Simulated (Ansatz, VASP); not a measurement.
# InP in VASP and in Ansatz

File INCAR:

```
  ALGO = Normal
  EDIFF = 1E-6
  ENCUT = 520
  GGA = PE
  ISIF = 2
  ISMEAR = 0
  LASPH = True
  LCHARG = False
  LREAL = False
  LWAVE = False
  NBANDS = 16
  NELM = 100
  PREC = Accurate
  SIGMA = 0.02
```

Contents of KPOINTS:

```
k-points
0
Gamma
  10 10 10
```

The input POSCAR:

```
InP
1.0
    0.0000000000      3.0095414145      3.0095414145
    3.0095414145      0.0000000000      3.0095414145
    3.0095414145      3.0095414145      0.0000000000
In P
1 1
Direct
    0.0000000000      0.0000000000      0.0000000000
    0.2500000000      0.2500000000      0.2500000000
```

Input for Ansatz:

```yaml
crystal:
  lattice:
    - [0.0, 3.0095414145, 3.0095414145]
    - [3.0095414145, 0.0, 3.0095414145]
    - [3.0095414145, 3.0095414145, 0.0]
  atoms:
    - { symbol: In, position: [0.0, 0.0, 0.0] }
    - { symbol: P, position: [0.25, 0.25, 0.25] }
basis:
  ecutwfc: 420
kpoints:
  mp_grid: { grid: [10, 10, 10] }
hamiltonian:
  xc: pbe
scf:
  occupations: { method: gaussian, width: 0.02 }
output:
  forces: true
  stress: true
  eigenvalues: true
```

Alike in both runs: task single point; functional PBE; k mesh 10 × 10 × 10; occupations gaussian, width 0.02 eV; no spin polarisation.

```csv
,VASP,Ansatz
version,VASP 6.6.1,Ansatz 0.2.0
potentials or method,"VASP PAW PBE potentials, release 64 (In_d, P), cutoff 520 eV","scalar-relativistic, plane waves, PAW"
valence electrons in the cell,18,18
```

|  | VASP | Ansatz | Ansatz less VASP |
| --- | --- | --- | --- |
| gap on the k mesh at the Fermi level (eV) | 0.28 | 0.28 | +0.003 |
| least direct gap on the mesh (eV) | 0.28 | 0.28 | +0.003 |
| pressure (GPa) | -1.7 | -1.7 | +0.04 |

With one functional, cell and mesh, what is left measures potentials, basis and numerics.
